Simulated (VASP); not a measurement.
# Al3Ni2 (P-3m1) in VASP: further runs

The runs below take Al3Ni2 through single point, with r2SCAN.

Program: VASP 6.6.1. These are calculated values, not measurements. Logs are shortened: lines on timing, memory, paths and dates and some standing lists are left out, and cuts for length are marked.

## 1. The cell of the first run

It takes space group P-3m1 (No. 164, trigonal). Conventional cell: a = 4.087 Å, b = 4.087 Å, c = 4.959 Å, α = 90.00°, β = 90.00°, γ = 120.00°. Al (site symmetry -3m) has 6 Ni at 2.47 Å and 6 Al at 2.93 Å within 3.3 Å. Al (site symmetry 3m) has 5 Ni at 2.46 to 2.57 Å and 6 Al at 2.79 to 2.93 Å within 3.2 Å. Within 3.2 Å of Ni (site symmetry 3m) lie 8 Al at 2.46 to 2.57 Å and 3 Ni at 2.76 Å.

## 2. Single point, r2SCAN (equal strain along all axes, cell held: +2.0 %, then relaxed in part)

File POSCAR:

```
Al3Ni2
1.0
    4.0868557950      0.0000000000      0.0000000000
   -2.0434278975      3.5393209401      0.0000000000
    0.0000000000      0.0000000000      4.9587575695
Al Ni
3 2
Direct
    0.0000000000      0.0000000000      0.0000000000
    0.3333333333      0.6666666667      0.6497320296
    0.6666666667      0.3333333333      0.3502679704
    0.3333333333      0.6666666667      0.1453119169
    0.6666666667      0.3333333333      0.8546880831
```

File INCAR.step1:

```
ALGO = Normal ; EDIFF = 1E-4
ENCUT = 520 ; GGA = PE
ISMEAR = 0 ; LASPH = T
LCHARG = F ; LREAL = F
LWAVE = T ; NBANDS = 22
NELM = 80 ; PREC = Accurate
SIGMA = 0.1
```

File INCAR.step2:

```
ALGO = Normal ; EDIFF = 1E-6
ENCUT = 520 ; ISIF = 2
ISMEAR = 0 ; ISTART = 1
LASPH = T ; LCHARG = T
LELF = T ; LMIXTAU = T
LREAL = F ; LVHAR = T
LWAVE = F ; METAGGA = R2SCAN
NBANDS = 22 ; NELM = 80
PREC = Accurate ; SIGMA = 0.1
```

File KPOINTS:

```
k-points
0
Gamma
  12 12 8
```

Potentials or basis: VASP PAW PBE potentials, release 64 (Al, Ni).

Started as:

```sh
$ cat potpaw_PBE.64/Al/POTCAR potpaw_PBE.64/Ni/POTCAR > POTCAR
$ cp INCAR.step1 INCAR
$ mpirun -np 1 vasp_std > vasp.out
$ cp INCAR.step2 INCAR
$ mpirun -np 1 vasp_std > vasp.out
```

OUTCAR:

```text
EDIFF = 1E-6
   ENCUT = 520
   ISIF = 2
   ISMEAR = 0
   ISTART = 1
   LASPH = T
   LREAL = F
   METAGGA = R2SCAN
   NELM = 80
   PREC = Accurate

 ion  position               nearest neighbor table
   1  0.000  0.000  0.000-   4 2.47   5 2.47   5 2.47   4 2.47   5 2.47   4 2.47   2 2.93   3 2.93
                             2 2.93   3 2.93   3 2.93   2 2.93
   2  0.333  0.667  0.650-   4 2.46   4 2.50   5 2.57   5 2.57   5 2.57   3 2.79   3 2.79   3 2.79
                             1 2.93   1 2.93   1 2.93
   3  0.667  0.333  0.350-   5 2.46   5 2.50   4 2.57   4 2.57   4 2.57   2 2.79   2 2.79   2 2.79
                             1 2.93   1 2.93   1 2.93
   4  0.333  0.667  0.145-   2 2.46   1 2.47   1 2.47   1 2.47   2 2.50   3 2.57   3 2.57   3 2.57
                             5 2.76   5 2.76   5 2.76
   5  0.667  0.333  0.855-   3 2.46   1 2.47   1 2.47   1 2.47   3 2.50   2 2.57   2 2.57   2 2.57
                             4 2.76   4 2.76   4 2.76

  LATTYP: Found a hexagonal cell.
 ALAT       =     4.0868557950
 C/A-ratio  =     1.2133429263

  Lattice vectors:

 A1 = (   4.0868557950,   0.0000000000,   0.0000000000)
 A2 = (  -2.0434278975,   3.5393209401,   0.0000000000)
 A3 = (   0.0000000000,   0.0000000000,   4.9587575695)

Analysis of symmetry for initial positions (statically):
=====================================================================
 Subroutine PRICEL returns:
 Original cell was already a primitive cell.

 Routine SETGRP: Setting up the symmetry group for a
 hexagonal supercell.

 Subroutine GETGRP returns: Found 12 space group operations
 (whereof 12 operations were pure point group operations)
 out of a pool of 24 trial point group operations.

The static configuration has the point symmetry D_3d.

Analysis of symmetry for dynamics (positions and initial velocities):
=====================================================================
 Subroutine PRICEL returns:
 Original cell was already a primitive cell.

 Routine SETGRP: Setting up the symmetry group for a
 hexagonal supercell.

 Subroutine GETGRP returns: Found 12 space group operations
 (whereof 12 operations were pure point group operations)
 out of a pool of 24 trial point group operations.

The dynamic configuration has the point symmetry D_3d.

 Subroutine INISYM returns: Found 12 space group operations
 (whereof 12 operations are pure point group operations),
 and found     1 'primitive' translations

----------------------------------------------------------------------------------------

                                     Primitive cell

  volume of cell :      71.7269

  direct lattice vectors                    reciprocal lattice vectors
     4.086855795  0.000000000  0.000000000     0.244686882  0.141270037  0.000000000
    -2.043427897  3.539320940  0.000000000     0.000000000  0.282540074  0.000000000
     0.000000000  0.000000000  4.958757570     0.000000000  0.000000000  0.201663418

  length of vectors
     4.086855795  4.086855795  4.958757570     0.282540074  0.282540074  0.201663418

  position of ions in fractional coordinates (direct lattice)
     0.000000000  0.000000000  0.000000000
     0.333333333  0.666666667  0.649732030
     0.666666667  0.333333333  0.350267970
     0.333333333  0.666666667  0.145311917
     0.666666667  0.333333333  0.854688083

  ion indices of the primitive-cell ions
   primitive index   ion index
                 1           1
                 2           2
                 3           3
                 4           4
                 5           5

----------------------------------------------------------------------------------------

 KPOINTS: k-points

Automatic generation of k-mesh.
 Grid dimensions read from file:
 generate k-points for:   12   12    8

 Generating k-lattice:

  Cartesian coordinates                     Fractional coordinates (reciprocal lattice)
     0.020390573  0.011772503  0.000000000     0.083333333  0.000000000  0.000000000
     0.000000000  0.023545006  0.000000000     0.000000000  0.083333333  0.000000000
     0.000000000  0.000000000  0.025207927     0.000000000  0.000000000  0.125000000

  Length of vectors
     0.023545006  0.023545006  0.025207927

  Shift w.r.t. Gamma in fractional coordinates (k-lattice)
     0.000000000  0.000000000  0.000000000

 Subroutine IBZKPT returns following result:
 ===========================================

 Found    131 irreducible k-points:

 Following reciprocal coordinates:
            Coordinates               Weight
  0.000000  0.000000  0.000000      1.000000
  0.083333  0.000000  0.000000      6.000000
  0.166667 -0.000000  0.000000      6.000000
  0.250000 -0.000000  0.000000      6.000000
  0.333333  0.000000  0.000000      6.000000
  0.416667 -0.000000  0.000000      6.000000
[... 16 lines left out ...]
  0.166667 -0.000000  0.125000      6.000000
  0.000000  0.166667  0.125000      6.000000
 [... further k-points ...]
   k-points           NKPTS =    131   k-points in BZ     NKDIM =    131   number of bands    NBANDS=     22
   number of dos      NEDOS =    301   number of ions     NIONS =      5
   total plane-waves  NPLWV =  36000
   dimension x,y,z NGX =    30 NGY =   30 NGZ =   40
   dimension x,y,z NGXF=    60 NGYF=   60 NGZF=   80
   ions per type =               3   2
   NGX,Y,Z   is equivalent  to a cutoff of  12.20, 12.20, 13.41 a.u.
   NGXF,Y,Z  is equivalent  to a cutoff of  24.41, 24.41, 26.82 a.u.
 SYSTEM =  unknown system
   PREC   = accura    normal or accurate (medium, high low for compatibility)
   ISTART =      1    job   : 0-new  1-cont  2-samecut
   ICHARG =      0    charge: 1-file 2-atom 10-const
   ISPIN  =      1    spin polarized calculation?
   LNONCOLLINEAR =      F non collinear calculations
   LSORBIT =      F    spin-orbit coupling
   LASPH  =      T    aspherical Exc in radial PAW
   ENCUT  =  520.0 eV  38.22 Ry    6.18 a.u.   7.60  7.60  9.22*2*pi/ulx,y,z
   NELM   =     80;   NELMIN=  2; NELMDL=  0     # of ELM steps
   EDIFF  = 0.1E-05   stopping-criterion for ELM
   LREAL  =      F    real-space projection
   EDIFFG = 0.1E-04   stopping-criterion for IOM
   NSW    =      0    number of steps for IOM
   IBRION =     -1    ionic relax: 0-MD 1-quasi-New 2-CG
   NFREE  =      0    steps in history (QN), initial steepest desc. (CG)
   ISIF   =      2    stress and relaxation
   ISYM   =      2    0-nonsym 1-usesym 2-fastsym
   POTIM  = 0.5000    time-step for ionic-motion
   TEBEG  =    0.0;   TEEND  =   0.0 temperature during run
   PSTRESS=    0.0 pullay stress
   NELECT =      29.0000    total number of electrons
   NUPDOWN=      -1.0000    fix difference up-down
   EMIN   =  10.00;   EMAX   =-10.00  energy-range for DOS
   EFERMI =   0.00;   METHOD = LEGACY
   ISMEAR =     0;   SIGMA  =   0.10  broadening in eV -4-tet -1-fermi 0-gaus
   EFERMI_NEDOS =   21; number of points for ismear=-14 and -15
   IALGO  =     38    algorithm
   IMIX   =      4    mixing-type and parameters
     AMIX     =   0.40;   BMIX     =  1.00
     AMIX_MAG =   1.60;   BMIX_MAG =  1.00
  volume/ion in A,a.u.               =      14.35        96.81
  Fermi-wavevector in a.u.,A,eV,Ry     =   1.210543  2.287594 19.938163  1.465414
  Thomas-Fermi vector in A             =   2.346086
   LORBIT       =      0    0 simple, 1 ext, 2 COOP (PROOUT), +10 PAW based schemes
   METAGGA = R2SCAN    functional components
   LHFCALC =     F    Hartree Fock is set to
   AEXX    =    0.0000 exact exchange contribution
   IVDW    =     0    specifies the selected vdW correction
   LEPSILON=     F    determine dielectric tensor
   LRPA    =     F    only Hartree local field effects (RPA)
 non-spin polarized calculation
 Gauss-broadening in eV      SIGMA  =   0.10
  energy-cutoff  :      520.00
  volume of cell :       71.73
 maximum number of plane-waves:      1962
   NGX = 15   NGY = 15   NGZ = 19

 number of electron      28.9999998 magnetization

 Free energy of the ion-electron system (eV)
  ---------------------------------------------------
  ext. energy  EPLUGINS =         0.00000000
  ---------------------------------------------------
  free energy    TOTEN  =       -47.24663800 eV

  energy without entropy =      -47.24047490  energy(sigma->0) =      -47.24355645

 E-fermi :   7.7973     XC(G=0): -11.7666

 val. band max:        7.7937275252   @ k =   0.0000   0.2500   0.2500
 cond. band min:       7.8186719795   @ k =   0.2500  -0.0000   0.2500
 fundamental gap:      0.0249444543
 Fermi energy:         7.7973254910

 k-point     1 :       0.0000    0.0000    0.0000
  band No.  band energies     occupation
      1      -2.9066      2.00000
      2       2.5669      2.00000
      3       2.9587      2.00000
      4       4.3141      2.00000
      5       4.3142      2.00000
      6       4.9560      2.00000
[... 14 lines left out ...]
     21      14.8897      0.00000
     22      14.9074      0.00000

 k-point     2 :       0.0833    0.0000    0.0000
  band No.  band energies     occupation
      1      -2.8187      2.00000
      2       2.6224      2.00000
      3       2.9944      2.00000
      4       4.2687      2.00000
      5       4.3463      2.00000
      6       4.9035      2.00000
[... 14 lines left out ...]
     21      14.3499      0.00000
     22      14.4664      0.00000

 k-point     3 :       0.1667   -0.0000    0.0000
  band No.  band energies     occupation
      1      -2.5560      2.00000
      2       2.7720      2.00000
      3       3.0689      2.00000
      4       4.1059      2.00000
      5       4.4418      2.00000
      6       4.7440      2.00000
[... 14 lines left out ...]
     21      13.8519      0.00000
     22      14.5492      0.00000

 k-point     4 :       0.2500   -0.0000    0.0000
  band No.  band energies     occupation
      1      -2.1226      2.00000
      2       2.8497      2.00000
      3       3.0611      2.00000
      4       3.8452      2.00000
      5       4.5957      2.00000
      6       4.6123      2.00000
[... 14 lines left out ...]
     21      14.5611      0.00000
     22      14.5714      0.00000

 k-point     5 :       0.3333    0.0000    0.0000
  band No.  band energies     occupation
      1      -1.5262      2.00000
      2       2.1525      2.00000
      3       3.1728      2.00000
      4       3.9012      2.00000
      5       4.6806      2.00000
      6       4.7917      2.00000
[... 14 lines left out ...]
     21      14.4750      0.00000
     22      14.7895      0.00000

 k-point     6 :       0.4167   -0.0000    0.0000
  band No.  band energies     occupation
      1      -0.7850      2.00000
      2       1.1637      2.00000
      3       3.2271      2.00000
      4       4.1360      2.00000
      5       4.8535      2.00000
      6       4.9699      2.00000
[... 14 lines left out ...]
     21      14.4201      0.00000
     22      14.5744      0.00000

 k-point     7 :       0.5000   -0.0000    0.0000
  band No.  band energies     occupation
      1      -0.1058      2.00000
      2       0.3843      2.00000
      3       3.2355      2.00000
      4       4.2607      2.00000
      5       4.9159      2.00000
      6       5.0332      2.00000
[... 324 lines left out ...]
      6       4.9417      2.00000
[... 14 lines left out ...]
     21      14.0192      0.00000
     22      14.6141      0.00000

 k-point    21 :       0.0833    0.0000    0.1250
  band No.  band energies     occupation
      1      -2.7220      2.00000
      2       1.7736      2.00000
      3       3.5809      2.00000
      4       4.2570      2.00000
      5       4.3443      2.00000
      6       4.8974      2.00000
[... 14 lines left out ...]
     21      13.5825      0.00000
     22      14.6896      0.00000

 k-point    22 :       0.0000    0.0833    0.1250
  band No.  band energies     occupation
      1      -2.7220      2.00000
      2       1.7741      2.00000
      3       3.5867      2.00000
      4       4.2735      2.00000
      5       4.3214      2.00000
      6       4.8952      2.00000
[... 14 lines left out ...]
     21      13.4476      0.00000
     22      14.0185      0.00000

 k-point    23 :       0.1667   -0.0000    0.1250
  band No.  band energies     occupation
      1      -2.4595      2.00000
      2       1.9695      2.00000
      3       3.4931      2.00000
      4       4.1918      2.00000
      5       4.4492      2.00000
      6       4.7646      2.00000
[... 14 lines left out ...]
     21      14.0860      0.00000
     22      14.9620      0.00000

 k-point    24 :       0.0000    0.1667    0.1250
  band No.  band energies     occupation
      1      -2.4599      2.00000
      2       1.9721      2.00000
      3       3.5802      2.00000
      4       4.0973      2.00000
      5       4.4060      2.00000
      6       4.7751      2.00000
[... 14 lines left out ...]
     21      14.0041      0.00000
     22      14.4246      0.00000

 [... further k-points ...]
[... 5 lines left out ...]
  --------------------------------------------------------------------------------------
  -------------------------------------------------------------------------------------
  Total       -3.4234097     -3.4234097     -3.5848494      0.0000000      0.0000000      0.0000000
  in kB      -76.4693368    -76.4693368    -80.0754444      0.0000000      0.0000000      0.0000000
  external PRESSURE =     -77.6713727 kB  Pullay stress =       0.0000000 kB

 VOLUME and BASIS-vectors are now :
 -----------------------------------------------------------------------------
  energy-cutoff  :      520.00
  volume of cell :       71.73
      direct lattice vectors                 reciprocal lattice vectors
     4.086855795  0.000000000  0.000000000     0.244686882  0.141270037  0.000000000
    -2.043427897  3.539320940  0.000000000     0.000000000  0.282540074  0.000000000
     0.000000000  0.000000000  4.958757570     0.000000000  0.000000000  0.201663418

 POSITION                                       TOTAL-FORCE (eV/Angst)
 -----------------------------------------------------------------------------------
      0.00000      0.00000      0.00000         0.000000      0.000000     -0.000000
     -0.00000      2.35955      3.22186         0.000000     -0.000000      0.003436
      2.04343      1.17977      1.73689         0.000000      0.000000     -0.003436
     -0.00000      2.35955      0.72057         0.000000     -0.000000      0.019391
      2.04343      1.17977      4.23819        -0.000000      0.000000     -0.019391
 -----------------------------------------------------------------------------------
    total drift:                               -0.000000      0.000000      0.000000

  FREE ENERGIE OF THE ION-ELECTRON SYSTEM (eV)
  ---------------------------------------------------
  free  energy   TOTEN  =       -47.2466380019 eV

  energy  without entropy=      -47.2404748959  energy(sigma->0) =      -47.24355645
```

It took 6.8 min on 1 thread of Intel Xeon Platinum 8559C (Emerald Rapids), shared host; peak memory 0.31 GiB.

Results:

```yaml
Free_energy: -47.2466 eV
Pressure: -7.8 GPa
Largest_force: 0.019 eV/Å
```

Forces in eV/Å, atoms in the order of the input:
```
Al   0.000  0.000  0.000
Al   0.000  0.000  0.003
Al   0.000  0.000 -0.003
Ni   0.000  0.000  0.019
Ni   0.000  0.000 -0.019
```

Stress tensor (GPa, compression positive):
```
-7.65  0.00  0.00
 0.00 -7.65  0.00
 0.00  0.00 -8.01
```

Caveat: the cell differs from its parent crystal (equal strain along all axes, cell held: +2.0 %, then relaxed in part); the PAW data sets were made with another functional, which shifts forces and pressure a little. Spin polarisation is off, so any magnetic state and its effect on volume and gap are missing.

## 3. Single point, r2SCAN (equal strain along all axes, cell held: +3.0 %, then relaxed in part)

File POSCAR:

```
Al3Ni2
1.0
    4.1269230087      0.0000000000      0.0000000000
   -2.0634615044      3.5740201650      0.0000000000
    0.0000000000      0.0000000000      5.0073728398
Al Ni
3 2
Direct
    0.0000000000      0.0000000000      0.0000000000
    0.3333333333      0.6666666667      0.6504737642
    0.6666666667      0.3333333333      0.3495262358
    0.3333333333      0.6666666667      0.1448080615
    0.6666666667      0.3333333333      0.8551919385
```

File INCAR.step1:

```
PREC = Accurate
ENCUT = 520
ISMEAR = 0
SIGMA = 0.1
LREAL = False
LASPH = True
NELM = 60
NBANDS = 22
GGA = PE
ALGO = Normal
EDIFF = 1E-4
LWAVE = True
LCHARG = False
```

File INCAR.step2:

```
PREC = Accurate
ENCUT = 520
EDIFF = 1E-6
ISMEAR = 0
SIGMA = 0.1
LREAL = False
LASPH = True
NELM = 60
ALGO = Normal
ISIF = 2
LWAVE = False
LCHARG = False
METAGGA = R2SCAN
LMIXTAU = True
NBANDS = 22
ISTART = 1
```

File KPOINTS:

```
regular mesh
0
Gamma
  12 12 8
```

Potentials or basis: VASP PAW PBE potentials, release 64 (Al, Ni).

Started as:

```sh
$ cat potpaw_PBE.64/Al/POTCAR potpaw_PBE.64/Ni/POTCAR > POTCAR
$ cp INCAR.step1 INCAR
$ mpirun -np 1 vasp_std > vasp.out
$ cp INCAR.step2 INCAR
$ mpirun -np 1 vasp_std > vasp.out
```

Run time: 5.9 min. Hardware: 1 thread of Intel Xeon Platinum 8559C (Emerald Rapids), shared host; peak memory 0.33 GiB.

It converged, with:

- Free energy: -47.1224 eV
- Pressure: -10.8 GPa
- Largest force: 0.018 eV/Å

Forces in eV/Å, atoms in the order of the input:
```
Al   0.000  0.000  0.000
Al   0.000  0.000  0.003
Al   0.000  0.000 -0.003
Ni   0.000  0.000  0.018
Ni   0.000  0.000 -0.018
```

Stress tensor (GPa, compression positive):
```
-10.62   0.00   0.00
  0.00 -10.62   0.00
  0.00   0.00 -11.13
```

Levels at points of the mesh, in eV from the Fermi level:
| k point | band 13 | band 14 | band 15 | band 16 | band 17 | band 18 |
| --- | --- | --- | --- | --- | --- | --- |
| (0.00, 0.00, 0.00) | -1.20 | 1.24 | 1.24 | 3.08 | 3.08 | 4.47 |
| (0.50, 0.00, 0.00) | -1.44 | -1.43 | -1.23 | 1.30 | 1.92 | 2.33 |
| (0.00, 0.00, 0.50) | 2.71 | 2.71 | 2.87 | 2.87 | 3.39 | 4.09 |
| (0.50, 0.00, 0.50) | -1.58 | -0.98 | -0.36 | 1.52 | 2.20 | 3.08 |

Caveat: the cell differs from its parent crystal (equal strain along all axes, cell held: +3.0 %, then relaxed in part); the PAW data sets were made with another functional, which shifts forces and pressure a little.

(Continued in part 2 of 2.)
